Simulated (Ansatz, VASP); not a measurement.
# Mg3ZrN: VASP beside Ansatz

```xyz
10
Lattice="3.2647 0.0000 0.0000 0.0000 3.2647 0.0000 0.0000 0.0000 17.0824" Properties=species:S:1:pos:R:3 pbc="T T T"
Mg    1.6323    0.0000   13.7446
Mg    0.0000    1.6323    3.3378
Mg    1.6323    0.0000    9.5904
Mg    0.0000    1.6323    7.4920
Mg    0.0000    1.6323   11.6820
Mg    1.6323    0.0000    5.4003
Zr    0.0000    1.6323   15.9842
Zr    1.6323    0.0000    1.0981
N     1.6323    0.0000   15.9861
N     0.0000    1.6323    1.0962
```

Alike in both runs: functional PBE; k mesh 5 × 5 × 1; occupations gaussian, width 0.2 eV; no spin polarisation.

Ansatz relaxed the structure, and its values are those at the end. VASP's run is a single point on that final structure, the one shown.

|  | VASP | Ansatz |
| --- | --- | --- |
| version | VASP 6.6.1 | Ansatz 0.2.0 |
| potentials or method | VASP PAW PBE potentials, release 64 (Mg, Zr_sv, N), cutoff 520 eV | scalar-relativistic, plane waves, PAW |
| valence electrons in the cell | 46 | 94 |

Ansatz gave:

- gap on the k mesh at the Fermi level (eV): none
- pressure (GPa): 0.3
- rms of the force components (eV/Å): 0.014

Which values does VASP return?

gap on the k mesh at the Fermi level (eV): none; pressure (GPa): 0.3; rms of the force components (eV/Å): 0.013.

A gap of «none» marks a metal or a gap that the smearing closes. VASP's potentials hold 46 valence electrons a cell and Ansatz's 94, so a difference there can come from the potentials and not from the codes.

The k mesh is coarse, so the values compare programs but aren't converged.
